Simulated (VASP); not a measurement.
# Os: single point with PBEsol

The system is Os.

```
Os
1.0
     2.68060    0.00000    0.00000
    -1.34030    2.32146    0.00000
     0.00000    0.00000    8.60693
Os
4
Direct
  0.00000 0.00000 0.00000
  0.00000 0.00000 0.50000
  0.33333 0.66667 0.25000
  0.66667 0.33333 0.75000
```

```yaml
Program: VASP 6.6.1
Task: single point
Functional: PBEsol
Potentials_or_basis: VASP PAW PBE potentials, release 64 (Os)
Cutoff: 520 eV
k_mesh: 15 × 15 × 4
Occupations: fermi-dirac, width 0.1 eV
Spin: no spin polarisation
```

* Pressure: 20.1 GPa
* Band gap on the k mesh: zero (bands 16 and 17 overlap by 3.87 eV)

Stress tensor (GPa, compression positive):
```
19.16  0.00  0.00
 0.00 19.16  0.00
 0.00  0.00 21.90
```

Levels at points of the mesh, in eV from the Fermi level:
```tsv
k point	band 13	band 14	band 15	band 16	band 17	band 18	band 19	band 20
(0.00, 0.00, 0.00)	-2.82	-2.66	-2.66	-0.90	-0.90	-0.17	0.03	0.03
(0.00, 0.00, 0.50)	-3.05	-3.05	-2.10	-2.10	-0.34	-0.34	-0.34	-0.34
```

It took 2 min on 1 thread of Oxide Virtual Turin-like Processor (shared host), peak memory 0.18 GiB.

Caveat: the cell stands under pressure; the PAW data sets were made with another functional, which shifts forces and pressure a little; spin-orbit coupling is left out, which moves the levels of the heavy elements.
